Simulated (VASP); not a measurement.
# BN (Pm) in VASP: further runs

Runs on BN. Level: PBE+D3(BJ). Tasks: single point.

Program: VASP 6.6.1. These are calculated values, not measurements. Logs are shortened: lines on timing, memory, paths and dates and some standing lists are left out, and cuts for length are marked.

### Step 1. The cell of the first run

The structure is monoclinic, space group Pm (No. 6). Conventional cell: a = 2.506 Å, b = 6.592 Å, c = 2.506 Å, α = 90.00°, β = 120.00°, γ = 90.00°. B (site symmetry m) has 3 N at 1.43 to 1.48 Å within 1.9 Å. B (site symmetry m) has 3 N at 1.44 to 1.46 Å within 1.9 Å. Within 1.9 Å of N (site symmetry m) lie 3 B at 1.44 to 1.46 Å. N (site symmetry m) has 3 B at 1.43 to 1.48 Å within 1.9 Å.

### Step 2. Single point, PBE+D3(BJ) (atoms displaced along a vibrational mode)

The input, INCAR:

```
PREC     = Accurate       # precision mode
ENCUT    = 520            # plane-wave cutoff, eV
EDIFF    = 1E-7           # SCF threshold, eV
ISMEAR   = 1              # smearing method
SIGMA    = 0.05           # smearing width, eV
LREAL    = F              # projectors in reciprocal space
LASPH    = T              # aspherical terms in the spheres
NELM     = 60             # most SCF steps
ALGO     = Normal         # electronic algorithm
ISIF     = 2              # what is computed and relaxed
LWAVE    = F              # write WAVECAR
LCHARG   = F              # write CHGCAR
GGA      = PE             # functional
IVDW     = 12             # dispersion correction
NBANDS   = 16             # bands
```

The input, KPOINTS:

```
Automatic mesh
0
Gamma
  12 12 4
```

The input, POSCAR:

```
BN
1.0
    2.5061127838      0.0000000000      0.0000000000
   -1.2530563919      2.1703573356      0.0000000000
    0.0000000000      0.0000000000      6.5923998870
B N
2 2
Direct
   -0.0527318579      0.0098140521      0.5000000000
    0.3928040195      0.6701303949      0.0000000000
    0.0561240892     -0.0026729601      0.0000000000
    0.6053418397      0.3257590738      0.5000000000
```

Potentials or basis: VASP PAW PBE potentials, release 64 (B, N).

Launch:

```
cat potpaw_PBE.64/B/POTCAR potpaw_PBE.64/N/POTCAR > POTCAR
mpirun -np 1 vasp_std > vasp.out
```

OUTCAR:

```text
PREC = Accurate
   ENCUT = 520
   EDIFF = 1E-7
   ISMEAR = 1
   LREAL = F
   LASPH = T
   NELM = 60
   ISIF = 2
   GGA = PE
   IVDW = 12
 IVDW          = 12

 ion  position               nearest neighbor table
   1  0.947  0.010  0.500-   4 1.43   4 1.43   4 1.48
   2  0.393  0.670  0.000-   3 1.44   3 1.44   3 1.46
   3  0.056  0.997  0.000-   2 1.44   2 1.44   2 1.46
   4  0.605  0.326  0.500-   1 1.43   1 1.43   1 1.48

  LATTYP: Found a hexagonal cell.
 ALAT       =     2.5061127838
 C/A-ratio  =     2.6305280152

  Lattice vectors:

 A1 = (   2.5061127838,   0.0000000000,   0.0000000000)
 A2 = (  -1.2530563919,   2.1703573356,   0.0000000000)
 A3 = (   0.0000000000,   0.0000000000,   6.5923998870)

Analysis of symmetry for initial positions (statically):
=====================================================================
 Subroutine PRICEL returns:
 Original cell was already a primitive cell.

 Routine SETGRP: Setting up the symmetry group for a
 hexagonal supercell.

 Subroutine GETGRP returns: Found  2 space group operations
 (whereof  2 operations were pure point group operations)
 out of a pool of 24 trial point group operations.

The static configuration has the point symmetry C_1h.

Analysis of symmetry for dynamics (positions and initial velocities):
=====================================================================
 Subroutine PRICEL returns:
 Original cell was already a primitive cell.

 Routine SETGRP: Setting up the symmetry group for a
 hexagonal supercell.

 Subroutine GETGRP returns: Found  2 space group operations
 (whereof  2 operations were pure point group operations)
 out of a pool of 24 trial point group operations.

The dynamic configuration has the point symmetry C_1h.

 Subroutine INISYM returns: Found  2 space group operations
 (whereof  2 operations are pure point group operations),
 and found     1 'primitive' translations

----------------------------------------------------------------------------------------

                                     Primitive cell

  volume of cell :      35.8571

  direct lattice vectors                    reciprocal lattice vectors
     2.506112784  0.000000000  0.000000000     0.399024340  0.230376810  0.000000000
    -1.253056392  2.170357336  0.000000000     0.000000000  0.460753620  0.000000000
     0.000000000  0.000000000  6.592399887     0.000000000  0.000000000  0.151689827

  length of vectors
     2.506112784  2.506112784  6.592399887     0.460753620  0.460753620  0.151689827

  position of ions in fractional coordinates (direct lattice)
     0.947268142  0.009814052  0.500000000
     0.392804019  0.670130395  0.000000000
     0.056124089  0.997327040  0.000000000
     0.605341840  0.325759074  0.500000000

  ion indices of the primitive-cell ions
   primitive index   ion index
                 1           1
                 2           2
                 3           3
                 4           4

----------------------------------------------------------------------------------------

 KPOINTS: Automatic mesh

Automatic generation of k-mesh.
 Grid dimensions read from file:
 generate k-points for:   12   12    4

 Generating k-lattice:

  Cartesian coordinates                     Fractional coordinates (reciprocal lattice)
     0.033252028  0.019198068  0.000000000     0.083333333  0.000000000  0.000000000
     0.000000000  0.038396135  0.000000000     0.000000000  0.083333333  0.000000000
     0.000000000  0.000000000  0.037922457     0.000000000  0.000000000  0.250000000

  Length of vectors
     0.038396135  0.038396135  0.037922457

  Shift w.r.t. Gamma in fractional coordinates (k-lattice)
     0.000000000  0.000000000  0.000000000

 Subroutine IBZKPT returns following result:
 ===========================================

 Found    222 irreducible k-points:

 Following reciprocal coordinates:
            Coordinates               Weight
  0.000000  0.000000  0.000000      1.000000
  0.083333 -0.000000  0.000000      2.000000
  0.000000  0.083333  0.000000      2.000000
 -0.083333  0.083333  0.000000      2.000000
  0.166667 -0.000000  0.000000      2.000000
  0.000000  0.166667  0.000000      2.000000
[... 16 lines left out ...]
  0.166667  0.083333  0.000000      2.000000
 -0.083333  0.250000  0.000000      2.000000
 [... further k-points ...]
   k-points           NKPTS =    222   k-points in BZ     NKDIM =    222   number of bands    NBANDS=     16
   number of dos      NEDOS =    301   number of ions     NIONS =      4
   total plane-waves  NPLWV =  20000
   dimension x,y,z NGX =    20 NGY =   20 NGZ =   50
   dimension x,y,z NGXF=    40 NGYF=   40 NGZF=  100
   ions per type =               2   2
   NGX,Y,Z   is equivalent  to a cutoff of  13.27, 13.27, 12.61 a.u.
   NGXF,Y,Z  is equivalent  to a cutoff of  26.53, 26.53, 25.22 a.u.
 SYSTEM =  unknown system
   PREC   = accura    normal or accurate (medium, high low for compatibility)
   ISTART =      0    job   : 0-new  1-cont  2-samecut
   ICHARG =      2    charge: 1-file 2-atom 10-const
   ISPIN  =      1    spin polarized calculation?
   LNONCOLLINEAR =      F non collinear calculations
   LSORBIT =      F    spin-orbit coupling
   LASPH  =      T    aspherical Exc in radial PAW
   ENCUT  =  520.0 eV  38.22 Ry    6.18 a.u.   4.66  4.66 12.26*2*pi/ulx,y,z
   NELM   =     60;   NELMIN=  2; NELMDL= -5     # of ELM steps
   EDIFF  = 0.1E-06   stopping-criterion for ELM
   LREAL  =      F    real-space projection
   EDIFFG = 0.1E-05   stopping-criterion for IOM
   NSW    =      0    number of steps for IOM
   IBRION =     -1    ionic relax: 0-MD 1-quasi-New 2-CG
   NFREE  =      0    steps in history (QN), initial steepest desc. (CG)
   ISIF   =      2    stress and relaxation
   ISYM   =      2    0-nonsym 1-usesym 2-fastsym
   POTIM  = 0.5000    time-step for ionic-motion
   TEBEG  =    0.0;   TEEND  =   0.0 temperature during run
   PSTRESS=    0.0 pullay stress
   NELECT =      16.0000    total number of electrons
   NUPDOWN=      -1.0000    fix difference up-down
   EMIN   =  10.00;   EMAX   =-10.00  energy-range for DOS
   EFERMI =   0.00;   METHOD = LEGACY
   ISMEAR =     1;   SIGMA  =   0.05  broadening in eV -4-tet -1-fermi 0-gaus
   EFERMI_NEDOS =   21; number of points for ismear=-14 and -15
   IALGO  =     38    algorithm
   IMIX   =      4    mixing-type and parameters
     AMIX     =   0.40;   BMIX     =  1.00
     AMIX_MAG =   1.60;   BMIX_MAG =  1.00
  volume/ion in A,a.u.               =       8.96        60.49
  Fermi-wavevector in a.u.,A,eV,Ry     =   1.250997  2.364042 21.293038  1.564994
  Thomas-Fermi vector in A             =   2.384965
   LORBIT       =      0    0 simple, 1 ext, 2 COOP (PROOUT), +10 PAW based schemes
   GGA     = PE    functional components
   LHFCALC =     F    Hartree Fock is set to
   AEXX    =    0.0000 exact exchange contribution
   IVDW    =    12    specifies the selected vdW correction
   LEPSILON=     F    determine dielectric tensor
   LRPA    =     F    only Hartree local field effects (RPA)
 non-spin polarized calculation
 Methfessel and Paxton  Order N= 1 SIGMA  =   0.05
  energy-cutoff  :      520.00
  volume of cell :       35.86
 maximum number of plane-waves:       985
   NGX =  9   NGY =  9   NGZ = 25

 number of electron      15.9999998 magnetization

 Free energy of the ion-electron system (eV)
  ---------------------------------------------------
  ext. energy  EPLUGINS =         0.00000000
  ---------------------------------------------------
  free energy    TOTEN  =       -35.11410230 eV

  energy without entropy =      -35.11416804  energy(sigma->0) =      -35.11412422

 E-fermi :   2.4376     XC(G=0): -10.1210

 val. band max:        2.4079467834   @ k =   0.3333   0.3333   0.0000
 cond. band min:       6.2791235292   @ k =   0.5000   0.5000   0.0000
 fundamental gap:      3.8711767458
 Fermi energy:         2.4376102739

 k-point     1 :       0.0000    0.0000    0.0000
  band No.  band energies     occupation
      1     -15.4816      2.00000
      2     -15.1602      2.00000
      3      -3.9113      2.00000
      4      -1.7253      2.00000
      5       0.6104      2.00000
      6       0.7988      2.00000
[... 8 lines left out ...]
     15      14.6596      0.00000
     16      15.4583      0.00000

 k-point     2 :       0.0833   -0.0000    0.0000
  band No.  band energies     occupation
      1     -15.3463      2.00000
      2     -15.0297      2.00000
      3      -3.7235      2.00000
      4      -1.5588      2.00000
      5       0.1399      2.00000
      6       0.2879      2.00000
[... 8 lines left out ...]
     15      14.9429      0.00000
     16      15.1895      0.00000

 k-point     3 :       0.0000    0.0833    0.0000
  band No.  band energies     occupation
      1     -15.3449      2.00000
      2     -15.0278      2.00000
      3      -3.7254      2.00000
      4      -1.5614      2.00000
      5       0.3779      2.00000
      6       0.5283      2.00000
[... 8 lines left out ...]
     15      15.0082      0.00000
     16      15.1306      0.00000

 k-point     4 :      -0.0833    0.0833    0.0000
  band No.  band energies     occupation
      1     -15.3463      2.00000
      2     -15.0296      2.00000
      3      -3.7238      2.00000
      4      -1.5583      2.00000
      5       0.1374      2.00000
      6       0.2948      2.00000
[... 8 lines left out ...]
     15      14.9906      0.00000
     16      15.2442      0.00000
[... 324 lines left out ...]
 k-point    22 :      -0.1667    0.0833    0.0000
  band No.  band energies     occupation
      1     -15.0807      2.00000
      2     -14.7743      2.00000
      3      -3.3497      2.00000
      4      -1.2275      2.00000
      5      -0.7754      2.00000
      6      -0.6401      2.00000
[... 8 lines left out ...]
     15      14.9580      0.00000
     16      16.3713      0.00000

 k-point    23 :       0.1667    0.0833    0.0000
  band No.  band energies     occupation
      1     -14.5573      2.00000
      2     -14.2698      2.00000
      3      -2.6243      2.00000
      4      -2.0316      2.00000
      5      -1.9810      2.00000
      6      -0.6085      2.00000
[... 8 lines left out ...]
     15      16.9524      0.00000
     16      17.9114      0.00000

 k-point    24 :      -0.0833    0.2500    0.0000
  band No.  band energies     occupation
      1     -14.5532      2.00000
      2     -14.2626      2.00000
      3      -2.6333      2.00000
      4      -1.9405      2.00000
      5      -1.7360      2.00000
      6      -0.7532      2.00000
[... 8 lines left out ...]
     15      17.1556      0.00000
     16      17.7236      0.00000

 [... further k-points ...]

------------------------ aborting loop because EDIFF is reached ----------------------------------------

 Edisp (eV)   -0.56889

 E8    (eV) :    -0.1668

  FORCE on cell =-STRESS in cart. coord.  units (eV):
  Direction    XX          YY          ZZ          XY          YZ          ZX
  --------------------------------------------------------------------------------------
  -------------------------------------------------------------------------------------
  Total       0.72711    -0.47733     0.01307     0.05695     0.00000     0.00000
  in kB      32.48893   -21.32804     0.58379     2.54481     0.00000     0.00000
  external pressure =        3.91 kB  Pullay stress =        0.00 kB

 VOLUME and BASIS-vectors are now :
 -----------------------------------------------------------------------------
  energy-cutoff  :      520.00
  volume of cell :       35.86
      direct lattice vectors                 reciprocal lattice vectors
     2.506112784  0.000000000  0.000000000     0.399024340  0.230376810  0.000000000
    -1.253056392  2.170357336  0.000000000     0.000000000  0.460753620  0.000000000
     0.000000000  0.000000000  6.592399887     0.000000000  0.000000000  0.151689827

 POSITION                                       TOTAL-FORCE (eV/Angst)
 -----------------------------------------------------------------------------------
      2.36166      0.02130      3.29620         0.011720     -1.462924      0.000000
      0.14470      1.45442      0.00000        -0.014012     -0.535364      0.000000
     -1.10905      2.16456      0.00000        -0.014510      0.525811      0.000000
      1.10886      0.70701      3.29620         0.016802      1.472477      0.000000
 -----------------------------------------------------------------------------------
    total drift:                               -0.000094      0.000072      0.000000

  FREE ENERGIE OF THE ION-ELECTRON SYSTEM (eV)
  ---------------------------------------------------
  free  energy   TOTEN  =       -35.6829878101 eV

  energy  without entropy=      -35.6830535459  energy(sigma->0) =      -35.68300972
```

It took 54 s on 1 thread of Intel Xeon 6975P-C (Granite Rapids), shared host; peak memory 0.24 GiB.

Results:

```yaml
Free_energy: -35.6830 eV
Pressure: 0.4 GPa
Largest_force: 1.473 eV/Å
Band_gap_on_the_k_mesh: 3.87 eV (least direct gap 4.24 eV)
Dispersion_energy_per_atom: -0.142 eV
```

Forces in eV/Å, atoms in the order of the input:
```
B    0.012 -1.463  0.000
B   -0.014 -0.535  0.000
N   -0.015  0.526  0.000
N    0.017  1.472  0.000
```

Stress tensor (GPa, compression positive):
```
 3.25  0.25  0.00
 0.25 -2.13  0.00
 0.00  0.00  0.06
```

Levels at points of the mesh, in eV from the valence-band top:
```tsv
k point	band 4	band 5	band 6	band 7	band 8	band 9	band 10	band 11	band 12	band 13
(0.00, 0.00, 0.00)	-4.13	-1.80	-1.61	-1.30	-0.92	5.20	10.24	10.93	11.25	11.66
(0.50, 0.00, 0.00)	-8.94	-4.21	-4.02	-1.15	-0.92	4.68	4.95	9.47	9.73	12.97
(0.00, 0.50, 0.00)	-8.79	-4.40	-4.32	-1.48	-0.81	4.45	5.73	9.51	9.63	12.81
(0.50, 0.50, 0.00)	-8.86	-4.21	-4.02	-1.47	-0.48	3.87	5.70	9.49	9.75	12.53
(0.00, 0.00, 0.50)	-5.31	-1.80	-1.61	-1.30	-0.92	7.57	7.60	10.95	11.25	11.67
(0.50, 0.00, 0.50)	-8.95	-4.20	-4.03	-1.01	-0.89	4.51	4.52	9.74	9.89	13.61
(0.00, 0.50, 0.50)	-8.84	-4.39	-4.33	-1.10	-1.09	4.69	4.93	9.77	9.78	13.52
(0.50, 0.50, 0.50)	-8.96	-4.21	-4.02	-1.03	-0.89	4.51	4.56	9.80	9.81	13.61
```

Caveat: the cell differs from its parent crystal (atoms displaced along a vibrational mode); forces of over 1 eV/Å act on the atoms, so gaps and moduli don't describe the material at rest. A k mesh can miss the band edges.

### Step 3. Single point, PBE+D3(BJ)

The input, INCAR:

```
ALGO     = Normal         # electronic algorithm
EDIFF    = 1E-6           # SCF threshold, eV
ENCUT    = 520            # plane-wave cutoff, eV
GGA      = PE             # functional
ISIF     = 2              # what is computed and relaxed
ISMEAR   = 1              # smearing method
IVDW     = 12             # dispersion correction
LASPH    = True           # aspherical terms in the spheres
LCHARG   = False          # write CHGCAR
LREAL    = False          # projectors in reciprocal space
LWAVE    = False          # write WAVECAR
NBANDS   = 16             # bands
NELM     = 80             # most SCF steps
PREC     = Accurate       # precision mode
SIGMA    = 0.05           # smearing width, eV
```

The input, KPOINTS:

```
k-points
0
Gamma
  12 12 4
```

The input, POSCAR:

```
BN
1.0
    2.5061127838      0.0000000000      0.0000000000
   -1.2530563919      2.1703573356      0.0000000000
    0.0000000000      0.0000000000      6.5923998870
B N
2 2
Direct
   -0.0576388839      0.0000000000      0.5000000000
    0.3910721554      0.6666666667      0.0000000000
    0.0574605692      0.0000000000      0.0000000000
    0.6091289695      0.3333333333      0.5000000000
```

Potentials or basis: VASP PAW PBE potentials, release 64 (B, N).

Launch:

```
cat potpaw_PBE.64/B/POTCAR potpaw_PBE.64/N/POTCAR > POTCAR
mpirun -np 1 vasp_std > vasp.out
```

Wall time 62 s (1 thread of Intel Xeon 6975P-C (Granite Rapids), shared host); peak memory 0.23 GiB.

Results (log left out):

- Free energy: -35.7149 eV
- Pressure: 0.1 GPa
- Largest force: 0.019 eV/Å
- Band gap on the k mesh: 3.94 eV (least direct gap 4.29 eV)
- Dispersion energy per atom: -0.142 eV

Forces in eV/Å, atoms in the order of the input:
```
B    0.013 -0.003  0.000
B   -0.014  0.001  0.000
N   -0.013 -0.010  0.000
N    0.014  0.013  0.000
```

Stress tensor (GPa, compression positive):
```
0.10 0.25 0.00
0.25 0.15 0.00
0.00 0.00 0.06
```

Levels at points of the mesh, in eV from the valence-band top:
| k point | band 5 | band 6 | band 7 | band 8 | band 9 | band 10 | band 11 | band 12 |
| --- | --- | --- | --- | --- | --- | --- | --- | --- |
| (0.00, 0.00, 0.00) | -1.47 | -1.45 | -1.37 | -1.36 | 5.19 | 10.23 | 11.43 | 11.44 |
| (0.50, 0.00, 0.00) | -4.25 | -4.15 | -1.19 | -0.97 | 4.74 | 5.07 | 9.47 | 9.73 |
| (0.00, 0.50, 0.00) | -4.25 | -4.15 | -1.38 | -0.74 | 4.30 | 5.48 | 9.54 | 9.67 |
| (0.50, 0.50, 0.00) | -4.26 | -4.14 | -1.52 | -0.52 | 3.94 | 5.81 | 9.48 | 9.75 |
| (0.00, 0.00, 0.50) | -1.47 | -1.45 | -1.37 | -1.36 | 7.57 | 7.60 | 11.44 | 11.46 |
| (0.50, 0.00, 0.50) | -4.24 | -4.16 | -1.04 | -0.96 | 4.56 | 4.65 | 9.73 | 9.90 |
| (0.00, 0.50, 0.50) | -4.25 | -4.16 | -1.05 | -0.96 | 4.59 | 4.64 | 9.78 | 9.84 |
| (0.50, 0.50, 0.50) | -4.25 | -4.15 | -1.05 | -0.96 | 4.61 | 4.64 | 9.79 | 9.82 |

A k mesh can miss the band edges.
